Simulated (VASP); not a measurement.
# PbSe (Fm-3m) in VASP: single point with PBE

Aim: the single point of PbSe with PBE.

Program: VASP 6.6.1. These are calculated values, not measurements. Logs are shortened: lines on timing, memory, paths and dates and some standing lists are left out, and cuts for length are marked.

### Step 1. The cell of the first run

The structure is cubic, space group Fm-3m (No. 225). Conventional cell: a = 6.124 Å, b = 6.124 Å, c = 6.124 Å, α = 90.00°, β = 90.00°, γ = 90.00°. Within 4.0 Å of Pb (site symmetry m-3m) lie 6 Se at 3.06 Å. Within 4.0 Å of Se (site symmetry m-3m) lie 6 Pb at 3.06 Å.

### Step 2. Single point, PBE, non-collinear spin, zero start, spin-orbit coupling

Contents of INCAR:

```
SYSTEM = PbSe
PREC = Accurate
ENCUT = 520
EDIFF = 1E-6
ISMEAR = -1
SIGMA = 0.01
LREAL = .False.
LASPH = .True.
NELM = 150
ALGO = Normal
ISIF = 2
LWAVE = .False.
LCHARG = .False.
MAGMOM = 0 0 0 0 0 0
LORBIT = 11
LSORBIT = .True.
GGA_COMPAT = .False.
LORBMOM = .True.
GGA = PE
NBANDS = 32
```

Contents of KPOINTS:

```
Automatic mesh
0
Gamma
  9 9 9
  0 0 0
```

Contents of POSCAR:

```
PbSe
1.0
    0.0000000000      3.0621500000      3.0621500000
    3.0621500000      0.0000000000      3.0621500000
    3.0621500000      3.0621500000      0.0000000000
Pb Se
1 1
Direct
    0.0000000000      0.0000000000      0.0000000000
    0.5000000000      0.5000000000      0.5000000000
```

Potentials or basis: VASP PAW PBE potentials, release 64 (Pb_d, Se).

Command:

```bash
cat potpaw_PBE.64/Pb_d/POTCAR potpaw_PBE.64/Se/POTCAR > POTCAR
mpirun -np 1 vasp_ncl > vasp.out
```

OUTCAR:

```text
SYSTEM = PbSe
   PREC = Accurate
   ENCUT = 520
   EDIFF = 1E-6
   ISMEAR = -1
   LREAL = .False.
   LASPH = .True.
   NELM = 150
   ISIF = 2
   LORBIT = 11
   LSORBIT = .True.
   GGA = PE

 ion  position               nearest neighbor table
   1  0.000  0.000  0.000-   2 3.06   2 3.06   2 3.06   2 3.06   2 3.06   2 3.06
   2  0.500  0.500  0.500-   1 3.06   1 3.06   1 3.06   1 3.06   1 3.06   1 3.06

  LATTYP: Found a face centered cubic cell.
 ALAT       =     6.1243000000

  Lattice vectors:

 A1 = (   0.0000000000,   3.0621500000,   3.0621500000)
 A2 = (   3.0621500000,   0.0000000000,   3.0621500000)
 A3 = (   3.0621500000,   3.0621500000,   0.0000000000)

Analysis of symmetry for initial positions (statically):
=====================================================================
 Subroutine PRICEL returns:
 Original cell was already a primitive cell.

 Routine SETGRP: Setting up the symmetry group for a
 face centered cubic supercell.

 Subroutine GETGRP returns: Found 48 space group operations
 (whereof 48 operations were pure point group operations)
 out of a pool of 48 trial point group operations.

The static configuration has the point symmetry O_h .

Analysis of symmetry for dynamics (positions and initial velocities):
=====================================================================
 Subroutine PRICEL returns:
 Original cell was already a primitive cell.

 Routine SETGRP: Setting up the symmetry group for a
 face centered cubic supercell.

 Subroutine GETGRP returns: Found 48 space group operations
 (whereof 48 operations were pure point group operations)
 out of a pool of 48 trial point group operations.

The dynamic configuration has the point symmetry O_h .

Analysis of structural, dynamic, and magnetic symmetry:
=====================================================================
 Subroutine PRICEL returns:
 Original cell was already a primitive cell.

 Routine SETGRP: Setting up the symmetry group for a
 face centered cubic supercell.

 Subroutine GETGRP returns: Found 48 space group operations
 (whereof 48 operations were pure point group operations)
 out of a pool of 48 trial point group operations.

The overall configuration has the point symmetry O_h .

 Subroutine INISYM returns: Found 48 space group operations
 (whereof 48 operations are pure point group operations),
 and found     1 'primitive' translations

----------------------------------------------------------------------------------------

                                     Primitive cell

  volume of cell :      57.4261

  direct lattice vectors                    reciprocal lattice vectors
     0.000000000  3.062150000  3.062150000    -0.163283967  0.163283967  0.163283967
     3.062150000  0.000000000  3.062150000     0.163283967 -0.163283967  0.163283967
     3.062150000  3.062150000  0.000000000     0.163283967  0.163283967 -0.163283967

  length of vectors
     4.330534060  4.330534060  4.330534060     0.282816127  0.282816127  0.282816127

  position of ions in fractional coordinates (direct lattice)
     0.000000000  0.000000000  0.000000000
     0.500000000  0.500000000  0.500000000

  ion indices of the primitive-cell ions
   primitive index   ion index
                 1           1
                 2           2

----------------------------------------------------------------------------------------

 KPOINTS: Automatic mesh

Automatic generation of k-mesh.
 Grid dimensions read from file:
 generate k-points for:    9    9    9

 Generating k-lattice:

  Cartesian coordinates                     Fractional coordinates (reciprocal lattice)
    -0.018142663  0.018142663  0.018142663     0.111111111  0.000000000  0.000000000
     0.018142663 -0.018142663  0.018142663     0.000000000  0.111111111  0.000000000
     0.018142663  0.018142663 -0.018142663     0.000000000  0.000000000  0.111111111

[... 87 lines left out ...]
  energy-cutoff  :      520.00
  volume of cell :       57.43
 maximum number of plane-waves:      3130
   NGX = 17   NGY = 17   NGZ = 17

 number of electron      20.0000000 magnetization       0.0000000      0.0000000      0.0000000

 number of electron      20.0000000 magnetization      -0.0000000      0.0000000     -0.0000000

 number of electron      20.0000000 magnetization       0.0000000      0.0000000     -0.0000000

 Free energy of the ion-electron system (eV)
  ---------------------------------------------------
  ext. energy  EPLUGINS =         0.00000000
  ---------------------------------------------------
  free energy    TOTEN  =        -8.60388971 eV

  energy without entropy =       -8.60388971  energy(sigma->0) =       -8.60388971

 E-fermi :   4.9981     XC(G=0):  -9.5202

 val. band max:        4.7710778168   @ k =   0.4444   0.0000   0.0000
 cond. band min:       5.2535631689   @ k =   0.4444   0.0000   0.0000
 fundamental gap:      0.4824853521
 Fermi energy:         4.9981303450

 k-point     1 :       0.0000    0.0000    0.0000
  band No.  band energies     occupation
      1     -13.2414      1.00000
      2     -13.2414      1.00000
      3     -13.2414      1.00000
      4     -13.2414      1.00000
      5     -10.6890      1.00000
      6     -10.6890      1.00000
[... 829 lines left out ...]
     31      16.5409      0.00000
     32      16.5409      0.00000

 [... further k-points ...]
[... 5 lines left out ...]
  --------------------------------------------------------------------------------------
  -------------------------------------------------------------------------------------
  Total        0.7457213      0.7457213      0.7457213      0.0000000      0.0000000     -0.0000000
  in kB       20.8054815     20.8054815     20.8054815      0.0000000      0.0000000     -0.0000000
  external PRESSURE =      20.8054815 kB  Pullay stress =       0.0000000 kB

 VOLUME and BASIS-vectors are now :
 -----------------------------------------------------------------------------
  energy-cutoff  :      520.00
  volume of cell :       57.43
      direct lattice vectors                 reciprocal lattice vectors
     0.000000000  3.062150000  3.062150000    -0.163283967  0.163283967  0.163283967
     3.062150000  0.000000000  3.062150000     0.163283967 -0.163283967  0.163283967
     3.062150000  3.062150000  0.000000000     0.163283967  0.163283967 -0.163283967

 POSITION                                       TOTAL-FORCE (eV/Angst)
 -----------------------------------------------------------------------------------
      0.00000      0.00000      0.00000        -0.000000     -0.000000     -0.000000
      3.06215      3.06215      3.06215         0.000000      0.000000      0.000000
 -----------------------------------------------------------------------------------
    total drift:                                0.000000     -0.000000     -0.000000

  FREE ENERGIE OF THE ION-ELECTRON SYSTEM (eV)
  ---------------------------------------------------
  free  energy   TOTEN  =        -8.6038897140 eV

  energy  without entropy=       -8.6038897140  energy(sigma->0) =       -8.60388971

 orbital moment (x)

 # of ion     p       d       tot
 ----------------------------------------
  1         0.000   0.000   0.000
  2         0.000   0.000   0.000
 ----------------------------------------
            0.000   0.000   0.000

 orbital moment (y)

 # of ion     p       d       tot
 ----------------------------------------
  1         0.000  -0.000   0.000
  2         0.000  -0.000   0.000
 ----------------------------------------
            0.000  -0.000   0.000

 orbital moment (z)

 # of ion     p       d       tot
 ----------------------------------------
  1         0.000   0.000   0.000
  2         0.000   0.000   0.000
 ----------------------------------------
            0.000   0.000   0.000

 Spin-Orbit-Coupling matrix elements

 Ion:    1  E_soc:     -0.8418145
 l=   1
     0.0000000    -0.0733225    -0.0733225
    -0.0733225     0.0000000    -0.0733225
    -0.0733225    -0.0733225     0.0000000
 l=   2
     0.0000000    -0.0134500     0.0000000    -0.0134500    -0.0535299
    -0.0134500     0.0000000    -0.0401474    -0.0134500    -0.0133825
     0.0000000    -0.0401474     0.0000000    -0.0401474     0.0000000
    -0.0134500    -0.0134500    -0.0401474     0.0000000    -0.0133825
    -0.0535299    -0.0133825     0.0000000    -0.0133825     0.0000000
 l=   3
     0.0000000     0.0000000     0.0000000     0.0000000     0.0000000     0.0000000     0.0000000
     0.0000000     0.0000000     0.0000000     0.0000000     0.0000000     0.0000000     0.0000000
     0.0000000     0.0000000     0.0000000     0.0000000     0.0000000     0.0000000     0.0000000
     0.0000000     0.0000000     0.0000000     0.0000000     0.0000000     0.0000000     0.0000000
     0.0000000     0.0000000     0.0000000     0.0000000     0.0000000     0.0000000     0.0000000
     0.0000000     0.0000000     0.0000000     0.0000000     0.0000000     0.0000000     0.0000000
     0.0000000     0.0000000     0.0000000     0.0000000     0.0000000     0.0000000     0.0000000

 Ion:    2  E_soc:     -0.0491135
 l=   1
     0.0000000    -0.0082017    -0.0082017
    -0.0082017     0.0000000    -0.0082017
    -0.0082017    -0.0082017     0.0000000
 l=   2
     0.0000000    -0.0000020     0.0000000    -0.0000020     0.0000181
    -0.0000020     0.0000000     0.0000136    -0.0000020     0.0000045
     0.0000000     0.0000136     0.0000000     0.0000136     0.0000000
    -0.0000020    -0.0000020     0.0000136     0.0000000     0.0000045
     0.0000181     0.0000045     0.0000000     0.0000045     0.0000000
 l=   3
     0.0000000     0.0000000     0.0000000     0.0000000     0.0000000     0.0000000     0.0000000
     0.0000000     0.0000000     0.0000000     0.0000000     0.0000000     0.0000000     0.0000000
     0.0000000     0.0000000     0.0000000     0.0000000     0.0000000     0.0000000     0.0000000
     0.0000000     0.0000000     0.0000000     0.0000000     0.0000000     0.0000000     0.0000000
     0.0000000     0.0000000     0.0000000     0.0000000     0.0000000     0.0000000     0.0000000
     0.0000000     0.0000000     0.0000000     0.0000000     0.0000000     0.0000000     0.0000000
     0.0000000     0.0000000     0.0000000     0.0000000     0.0000000     0.0000000     0.0000000

 total charge

# of ion       s       p       d       tot
------------------------------------------
    1        1.467   0.560   9.842  11.868
    2        1.470   2.321   0.018   3.809
--------------------------------------------------
tot          2.937   2.881   9.860  15.677

 magnetization (x)

# of ion       s       p       d       tot
------------------------------------------
    1       -0.000  -0.000   0.000  -0.000
    2        0.000  -0.000  -0.000  -0.000
--------------------------------------------------
tot         -0.000  -0.000   0.000  -0.000

 magnetization (y)

# of ion       s       p       d       tot
------------------------------------------
    1        0.000   0.000   0.000   0.000
    2        0.000  -0.000  -0.000  -0.000
--------------------------------------------------
tot          0.000  -0.000   0.000   0.000

 magnetization (z)

# of ion       s       p       d       tot
------------------------------------------
    1        0.000   0.000   0.000   0.000
    2        0.000   0.000   0.000   0.000
--------------------------------------------------
tot          0.000   0.000   0.000   0.000
```

Wall time 1.7 min (1 thread of Intel Xeon Platinum 8488C (Sapphire Rapids), shared host); peak memory 0.35 GiB.

Results:

```yaml
Free_energy: -8.6039 eV
Pressure: 2.1 GPa
Net_moment: 0.00 μB per cell
Valence_electrons_inside_the_program's_atomic_spheres: Pb 11.87; Se 3.81
```

Moments on the atoms (μB; x, y, z):
```
Pb  0.00 0.00 0.00
Se  0.00 0.00 0.00
```

Caveat: this odd mesh misses L, so gap, dielectric constants and Born charges aren't listed.
